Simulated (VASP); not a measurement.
I:

```
I
1.0
    -2.08938    2.08938    2.08938
     2.08938   -2.08938    2.08938
     2.08938    2.08938   -2.08938
I
1
Cartesian
  0.0000 0.0000 0.0000
```

Base run:

| Property | Result |
| --- | --- |
| Program | VASP 6.6.1 |
| Functional | PBE |
| Potentials or basis | VASP PAW PBE potentials, release 64 (I) |
| Cutoff | 520 eV |
| k mesh | 9 × 9 × 9 |
| Occupations | fermi-dirac, width 0.05 eV |
| Spin | no spin polarisation |

Its results: pressure -0.2 GPa.

The run is repeated on the same cell with these changes: functional from PBE to PBEsol. What comes out?

Pressure -2.5 GPa.

PBEsol binds more tightly than PBE, so the same cell stands under less pressure.

Caveats: an odd number of electrons without spin polarisation forces a metal; a magnetic or distorted state may lie lower; the PAW data sets were made with another functional, which shifts forces and pressure a little (some runs).
